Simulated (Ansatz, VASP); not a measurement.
# C: VASP beside Ansatz

INCAR

```
SYSTEM = C
ALGO = Normal
EDIFF = 1E-8
ENCUT = 520
GGA = PE
ISIF = 2
ISMEAR = -1
LASPH = .TRUE.
LCHARG = .FALSE.
LEFG = .TRUE.
LREAL = .FALSE.
LWAVE = .FALSE.
NBANDS = 11
NELM = 80
PREC = Accurate
SIGMA = 0.05
```

File KPOINTS:

```
k-points
0
G
  13 13 13
  0 0 0
```

POSCAR

```
C
1.0
    0.0000000000      2.0103628793      2.0103628793
    2.0103628793      0.0000000000      2.0103628793
    2.0103628793      2.0103628793      0.0000000000
C
2
Direct
   -0.1250000000     -0.1250000000     -0.1250000000
    0.1250000000      0.1250000000      0.1250000000
```

Input for Ansatz:

```yaml
crystal:
  lattice:
    - [0.0, 2.0103628793, 2.0103628793]
    - [2.0103628793, 0.0, 2.0103628793]
    - [2.0103628793, 2.0103628793, 0.0]
  atoms:
    - { symbol: C, position: [-0.125, -0.125, -0.125] }
    - { symbol: C, position: [0.125, 0.125, 0.125] }
kpoints:
  mp_grid: { grid: [13, 13, 13] }
scf:
  occupations: { method: fermi_dirac, width: 0.05 }
hamiltonian:
  xc: pbe
  pseudopotentials: { kind: all_electron, datasets: crystal }
output:
  forces: true
  stress: true
  eigenvalues: true
  efg: { contact_densities: true }
```

Change from the starting cell: shortest bond scaled by 1, crystal datasets.

Alike in both runs: task electric field gradients; functional PBE; k mesh 13 × 13 × 13; occupations fermi-dirac, width 0.05 eV; no spin polarisation.

|  | VASP | Ansatz |
| --- | --- | --- |
| version | VASP 6.6.1 | Ansatz 0.2.0 |
| potentials or method | VASP PAW PBE potentials, release 64 (C), cutoff 520 eV | all-electron PAW with datasets made for the crystal, scalar-relativistic |

Ansatz gave:

```
gap on the k mesh at the Fermi level (eV) : 3.40
pressure (GPa)                            : -77.3
```

Task: Which values does VASP return?

Result: gap on the k mesh at the Fermi level (eV): 3.39; pressure (GPa): -77.2.

Both programs put the cell under strong tension, so it lies far from rest at this level. Ansatz ran all-electron here, and VASP with PAW potentials.

Noted on VASP's run: the cell as given lies far from equilibrium.
